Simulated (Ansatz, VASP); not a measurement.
## CuI in VASP and in Ansatz

File INCAR:

```
SYSTEM = CuI
PREC = Accurate
ENCUT = 520
EDIFF = 1E-7
ISMEAR = -1
SIGMA = 0.02
LREAL = .FALSE.
LASPH = .TRUE.
NELM = 100
ALGO = Normal
ISIF = 2
LWAVE = .FALSE.
LCHARG = .FALSE.
GGA = PE
NBANDS = 16
```

File KPOINTS:

```
Automatic mesh
0
G
  8 8 8
  0 0 0
```

File POSCAR:

```
CuI
1.0
    0.0000000000      3.1831269420      2.7758059142
    3.1831269420      0.0000000000      2.7758059142
    3.1831269420      3.1831269420      0.0000000000
Cu I
1 1
Direct
    0.2500000000      0.2500000000      0.2500000000
    0.0000000000      0.0000000000      0.0000000000
```

Input for Ansatz:

```yaml
crystal:
  lattice:
    - [0.0, 3.183126942, 2.7758059142]
    - [3.183126942, 0.0, 2.7758059142]
    - [3.183126942, 3.183126942, 0.0]
  atoms:
    - { symbol: Cu, position: [0.25, 0.25, 0.25] }
    - { symbol: I, position: [0.0, 0.0, 0.0] }
kpoints:
  mp_grid: { grid: [8, 8, 8] }
  band_path:
    path:
      - [0.0, 0.0, 0.0]
      - [-0.5, -0.5, 0.0]
      - [-0.375, -0.375, 0.25]
      - [-0.375, 0.0, 0.375]
      - [0.0, 0.0, 0.5]
      - [-0.5, -0.25, 0.25]
    npoints: 1
hamiltonian:
  xc: pbe
scf:
  occupations: { method: fermi_dirac, width: 0.02 }
  n_extra_bands: 4
output:
  forces: true
  stress: true
  eigenvalues: true
  write_density: true
  write_potential: true
  elf: true
  volumetric_format: npy
```

Change from the starting cell: epitaxial_xy strain +5.7%.

Alike in both runs: task single point; functional PBE; k mesh 8 × 8 × 8; occupations fermi-dirac, width 0.02 eV; no spin polarisation.

```csv
,VASP,Ansatz
version,VASP 6.6.1,Ansatz 0.2.0
potentials or method,"VASP PAW PBE potentials, release 64 (Cu, I)","plane waves, PAW"
plane-wave cutoff (eV),520,420
valence electrons in the cell,18,36
```

|  | VASP | Ansatz | Ansatz less VASP |
| --- | --- | --- | --- |
| gap on the k mesh at the Fermi level (eV) | 1.02 | 1.00 | -0.021 |
| pressure (GPa) | -0.2 | -0.3 | -0.04 |
| traceless stress, the component that is largest in VASP (GPa) | 1.31 | 1.32 | +0.012 |

The functional is the same, so the differences come from potentials, cutoffs and numerics. VASP's potentials hold 18 valence electrons a cell and Ansatz's 36, so a difference there can come from the potentials and not from the codes.

Neither program's run includes spin-orbit coupling.
